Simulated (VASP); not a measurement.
**AlAs5: single point with PBE**

Crystal: AlAs5.

```xyz
12
Lattice="3.8727 0.0000 0.0000 -1.9363 3.3538 0.0000 0.0000 0.0000 22.1453" Properties=species:S:1:pos:R:3 pbc="T T T"
Al    0.0000    2.2359    0.8810
Al    1.9363    1.1179   21.2643
As    0.0000    0.0000    8.6788
As    0.0000    2.2359    9.9473
As    1.9363    3.3538   13.4665
As    1.9363    1.1179   12.1980
As    1.9363    1.1179    1.8097
As    0.0000    2.2359    5.1405
As    0.0000    2.2359   20.3357
As    1.9363    1.1179   17.0049
As    0.0000    2.2359   15.7156
As    1.9363    1.1179    6.4297
```

```json
{
  "Program": "VASP 6.6.1",
  "Task": "single point",
  "Functional": "PBE",
  "Potentials or basis": "VASP PAW PBE potentials, release 64 (Al, As)",
  "Cutoff": "520 eV",
  "k mesh": "12 × 12 × 2",
  "Occupations": "gaussian, width 0.1 eV",
  "Spin": "no spin polarisation",
  "Dipole correction": "no",
  "Further INCAR settings": "ALGO = Normal; EDIFF = 1e-07; NBANDS = 40"
}
```

| Property | Result |
| --- | --- |
| Pressure | 0.2 GPa |
| Largest force | 0.047 eV/Å |
| Band gap on the k mesh | zero (bands 28 and 29 overlap by 0.09 eV) |

Forces on the atoms (eV/Å):
```
Al   0.000  0.000 -0.012
Al   0.000  0.000  0.012
As   0.000  0.000 -0.041
As   0.000  0.000  0.041
As   0.000  0.000  0.041
As   0.000  0.000 -0.041
As   0.000  0.000  0.040
As   0.000  0.000 -0.043
As   0.000  0.000 -0.040
As   0.000  0.000  0.043
As   0.000  0.000 -0.047
As   0.000  0.000  0.047
```

Levels at points of the mesh, in eV from the Fermi level:
```
           k point  band 24  band 25  band 26  band 27  band 28  band 29  band 30  band 31  band 32  band 33
(0.00, 0.00, 0.00)    -1.22    -1.00    -0.67    -0.67    -0.48     0.08     0.93     0.93     1.29     1.46
(0.50, 0.00, 0.00)    -2.71    -2.27    -1.93    -1.77    -1.03     0.01     0.52     1.04     1.11     1.72
(0.00, 0.00, 0.50)    -1.35    -0.96    -0.67    -0.67    -0.48     0.08     0.93     0.93     1.29     1.46
(0.50, 0.00, 0.50)    -2.70    -2.27    -1.91    -1.77    -1.05    -0.01     0.58     1.02     1.22     1.59
```

Run time: 11 min on 1 thread of AMD EPYC 7R43 64-Core Processor (Zen 3), with other jobs on the host, peak memory 0.54 GiB.

Caveat: semilocal functionals underestimate gaps, and a narrow one can read as zero; this functional lacks dispersion, which binds layers or chains, so the pressure and a relaxed spacing across them are unreliable.
